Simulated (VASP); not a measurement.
# AlOs: single point with PBEsol

Slab: AlOs, a slab with vacuum.

```
Al Os
1.0
     4.23969    0.00000    0.00000
     2.11984    3.67168    0.00000
     0.00000    0.00000   25.51965
Al Os
6 6
Direct
  0.00000 0.00000 0.31348
  0.66667 0.66667 0.38131
  0.33333 0.33333 0.44913
  0.00000 0.00000 0.51696
  0.66667 0.66667 0.58478
  0.33333 0.33333 0.65260
  0.33333 0.33333 0.34740
  0.00000 0.00000 0.41522
  0.66667 0.66667 0.48304
  0.33333 0.33333 0.55087
  0.00000 0.00000 0.61869
  0.66667 0.66667 0.68652
```

- Program: VASP 6.6.1
- Task: single point
- Functional: PBEsol
- Potentials or basis: VASP PAW PBE potentials, release 64 (Al, Os)
- Cutoff: 520 eV
- k mesh: 5 × 5 × 1
- Occupations: fermi-dirac, width 0.02 eV
- Spin: no spin polarisation

| Property | Result |
| --- | --- |
| Largest force | 1.890 eV/Å |
| Band gap on the k mesh | zero (band 33 reaches 1.22 eV, above the bottom of band 34 at 0.75 eV) |

Forces on the atoms (eV/Å):
```
Al   0.000  0.000  0.310
Al   0.000  0.000 -0.248
Al   0.000  0.000 -0.084
Al   0.000  0.000 -0.016
Al   0.000  0.000  0.283
Al   0.000  0.000  0.362
Os   0.000  0.000  0.192
Os   0.000  0.000 -0.009
Os   0.000  0.000 -0.101
Os   0.000  0.000  0.224
Os   0.000  0.000  0.978
Os   0.000  0.000 -1.890
```

Levels at points of the mesh, in eV from the Fermi level:
```tsv
k point	band 31	band 32	band 33	band 34	band 35	band 36
(0.00, 0.00, 0.00)	0.19	0.23	0.23	0.56	1.56	1.56
```

It took 5.2 min on 1 thread of Intel(R) Xeon(R) Platinum 8488C (Sapphire Rapids), with other jobs on the host, peak memory 0.46 GiB.

Caveat: the PAW data sets were made with another functional, which shifts forces and pressure a little; spin-orbit coupling is left out, which moves the levels of the heavy elements.
